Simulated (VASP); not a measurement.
Wanted: the native input for a VASP 6.6.1 run.

- Task: single point
- Functional: PBE
- Potentials or basis: VASP PAW PBE potentials, release 64 (Hf_pv, C)
- Cutoff: 520 eV
- k mesh: 6 × 6 × 6
- Occupations: gaussian, width 0.1 eV
- Spin: no spin polarisation
- Dipole correction: no
- Further INCAR settings: ALGO = Normal; EDIFF = 1e-06; NBANDS = 19

The structure of Hf2C lies in POSCAR:

```
Hf2C
1.0
    0.0000000000      3.0724733600      3.0724733600
    3.0724733600      0.0000000000      3.0724733600
    3.0724733600      3.0724733600      0.0000000000
Hf C
2 1
Direct
    0.2500000000      0.2500000000      0.2500000000
    0.7500000000      0.7500000000      0.7500000000
    0.0000000000      0.0000000000      0.0000000000
```

One way to write it, as run:

INCAR

```
ALGO     = Normal         # electronic algorithm
EDIFF    = 1E-6           # SCF threshold, eV
ENCUT    = 520            # plane-wave cutoff, eV
GGA      = PE             # functional
ISIF     = 2              # what is computed and relaxed
ISMEAR   = 0              # smearing method
LASPH    = T              # aspherical terms in the spheres
LCHARG   = F              # write CHGCAR
LREAL    = F              # projectors in reciprocal space
LWAVE    = F              # write WAVECAR
NBANDS   = 19             # bands
NELM     = 60             # most SCF steps
PREC     = Accurate       # precision mode
SIGMA    = 0.1            # smearing width, eV
```

KPOINTS

```
k-points
0
Gamma
  6 6 6
```

Potentials or basis: VASP PAW PBE potentials, release 64 (Hf_pv, C).

Command:

```console
$ cat potpaw_PBE.64/Hf_pv/POTCAR potpaw_PBE.64/C/POTCAR > POTCAR
$ mpirun -np 1 vasp_std > vasp.out
```

It gave:

```
Pressure               : -22.7 GPa
Band gap on the k mesh : zero (band 12 reaches 4.74 eV, above the bottom of band 13 at 2.89 eV)
```

Caveat: spin-orbit coupling is left out, which moves the levels of the heavy elements.

Run time: 7.5 s on 1 thread of Intel(R) Xeon(R) 6975P-C (Granite Rapids), with other jobs on the host, peak memory 0.18 GiB.
